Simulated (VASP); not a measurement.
Here is a VASP 6.6.1 calculation.

Contents of POSCAR:

```
Rb2CdSe2O6
1.0
    5.4177183539      0.0002297411      0.0007165352
   -2.7086837595      4.6915433097      0.0004446022
   -2.7028572106      1.5613729505      5.9060589837
Cd Rb Se O
1 2 2 6
Direct
    1.0048939416      0.9974619730      0.0027009277
    0.8050549959      0.1973244329      0.4030223969
    0.2048535948      0.7975244696      0.6023998239
    0.6287727671      0.3734409319      0.8749495977
    0.3811095831      0.6214251293      0.1304502010
    0.7465843629      0.2556751941      0.7499734995
    0.7465325379      0.7337093289      0.7496533806
    0.2686638614      0.2559179389      0.7495194813
    0.2633775073      0.7393584354      0.2553639736
    0.7412126555      0.7387747011      0.2559269042
    0.2633011926      0.2611774649      0.2558008135
```

INCAR.step1

```
SYSTEM = Rb2CdSe2O6
ALGO = Normal
EDIFF = 1E-4
ENCUT = 520
GGA = PE
ISMEAR = 0
LASPH = .True.
LCHARG = .False.
LREAL = .False.
LWAVE = .True.
NBANDS = 50
NELM = 100
PREC = Accurate
SIGMA = 0.1207
```

INCAR.step2

```
SYSTEM = Rb2CdSe2O6
ALGO = Normal
EDIFF = 1E-7
ENCUT = 520
ISIF = 2
ISMEAR = 0
ISTART = 1
LASPH = .True.
LCHARG = .True.
LELF = .True.
LMIXTAU = .True.
LREAL = .False.
LVHAR = .True.
LWAVE = .False.
METAGGA = R2SCAN
NBANDS = 50
NELM = 100
PREC = Accurate
SIGMA = 0.1207
```

Contents of KPOINTS:

```
Automatic mesh
0
Gamma
  4 4 3
  0 0.5 0
```

Potentials or basis: VASP PAW PBE potentials, release 64 (Cd, Rb_sv, Se, O).

Run with:

```sh
$ cat potpaw_PBE.64/Cd/POTCAR potpaw_PBE.64/Rb_sv/POTCAR potpaw_PBE.64/Se/POTCAR potpaw_PBE.64/O/POTCAR > POTCAR
$ cp INCAR.step1 INCAR
$ mpirun -np 1 vasp_std > vasp.out
$ cp INCAR.step2 INCAR
$ mpirun -np 1 vasp_std > vasp.out
```

Q: Estimate the largest force.

A: 0.362 eV/Å.

Q: What does it give for the pressure?

A: 21.5 GPa.

Forces on the atoms (eV/Å):
```
Cd   0.001  0.000  0.001
Rb   0.000  0.001 -0.009
Rb   0.000 -0.001  0.008
Se  -0.002  0.000  0.362
Se   0.002  0.001 -0.359
O    0.147 -0.084 -0.168
O    0.000  0.166 -0.168
O   -0.145 -0.083 -0.168
O   -0.146  0.083  0.167
O    0.144  0.086  0.167
O   -0.001 -0.168  0.167
```

Caveat: the cell stands under pressure; the PAW data sets were made with another functional, which shifts forces and pressure a little.
